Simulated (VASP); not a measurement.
Write the native input for VASP 6.6.1 that does the following.

```
Task                   : single point
Functional             : PBE
Potentials or basis    : VASP PAW PBE potentials, release 64 (Al, N)
Cutoff                 : 520 eV
k mesh                 : 10 × 10 × 10
Occupations            : gaussian, width 0.05 eV
Spin                   : no spin polarisation
Dipole correction      : no
Further INCAR settings : ALGO = Normal; EDIFF = 1e-07; NBANDS = 11
```

The structure of AlN lies in POSCAR:

```
AlN
1.0
    0.0000000000      2.1487616961      2.2561997809
    2.1487616961      0.0000000000      2.2561997809
    2.1487616961      2.1487616961      0.0000000000
Al N
1 1
Direct
    0.0000000000      0.0000000000      0.0000000000
    0.7500000000      0.7500000000      0.7500000000
```

This cell differs from its parent crystal: ratio of the length along z to the lengths across it x 1.05, volume and fractional coordinates fixed.

One way to write it, as run:

INCAR

```
SYSTEM = AlN
ALGO = Normal
EDIFF = 1E-7
ENCUT = 520
GGA = PE
ISIF = 2
ISMEAR = 0
LASPH = .True.
LCHARG = .False.
LREAL = .False.
LWAVE = .False.
NBANDS = 11
NELM = 60
PREC = Accurate
SIGMA = 0.05
```

KPOINTS

```
k-points
0
Gamma
  10 10 10
  0 0 0
```

Potentials or basis: VASP PAW PBE potentials, release 64 (Al, N).

Command:

```bash
$ cat potpaw_PBE.64/Al/POTCAR potpaw_PBE.64/N/POTCAR > POTCAR
$ mpirun -np 1 vasp_std > vasp.out
```

Results of the run:

- Pressure: 4.4 GPa
- Band gap on the k mesh: 3.16 eV, indirect (least direct gap 4.11 eV)

Wall time 20 s on 1 thread of AMD EPYC 7R43 64-Core Processor (Zen 3), on a shared host, peak memory 0.11 GiB.
